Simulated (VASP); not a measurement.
Write the native input for VASP 6.6.1 that does the following.

```
Task                   : single point
Functional             : PBEsol
Potentials or basis    : VASP PAW PBE potentials, release 64 (Mn_pv, Sb)
Cutoff                 : 500 eV
k mesh                 : 10 × 10 × 10
Occupations            : gaussian, width 0.05 eV
Spin                   : collinear spin, ferromagnetic start
Starting moments       : [2.24, 0.0] μB
Dipole correction      : no
Further INCAR settings : ALGO = Normal; EDIFF = 1e-06; NBANDS = 20
```

The structure of MnSb lies in POSCAR:

```
MnSb
1.0
    0.0000000000      2.7525332030      2.7525332030
    2.7525332030      0.0000000000      2.7525332030
    2.7525332030      2.7525332030      0.0000000000
Mn Sb
1 1
Direct
    0.0000000000      0.0000000000      0.0000000000
    0.2500000000      0.2500000000      0.2500000000
```

One way to write it, as run:

INCAR

```
SYSTEM = MnSb
  ALGO = Normal
  EDIFF = 1E-6
  ENCUT = 500
  GGA = PS
  GGA_COMPAT = .False.
  ISIF = 2
  ISMEAR = 0
  ISPIN = 2
  LASPH = .True.
  LCHARG = .True.
  LELF = .True.
  LMAXMIX = 4
  LORBIT = 11
  LREAL = .False.
  LVHAR = .True.
  LWAVE = .False.
  MAGMOM = 2.24 0
  NBANDS = 20
  NELM = 200
  PREC = Accurate
  SIGMA = 0.05
```

KPOINTS

```
k-points
0
Gamma
  10 10 10
  0 0 0
```

Potentials or basis: VASP PAW PBE potentials, release 64 (Mn_pv, Sb).

Run with:

```console
$ cat potpaw_PBE.64/Mn_pv/POTCAR potpaw_PBE.64/Sb/POTCAR > POTCAR
$ mpirun -np 1 vasp_std > vasp.out
```

Results of the run:

| Item | Value |
| --- | --- |
| Pressure | 21.0 GPa |
| Net moment | 2.87 μB per cell |
| Site moments | Mn +2.86; Sb -0.13 μB |
| Valence electrons inside the program's atomic spheres | Mn 11.91; Sb 2.70 |

Caveat: the PAW data sets were made with another functional, which shifts forces and pressure a little; a cell with one magnetic atom can't hold antiferromagnetic order, which such compounds often take.

It took 32 s on 1 thread of AMD EPYC 9R45 96-Core Processor (Zen 5), with other jobs on the host, peak memory 0.18 GiB.
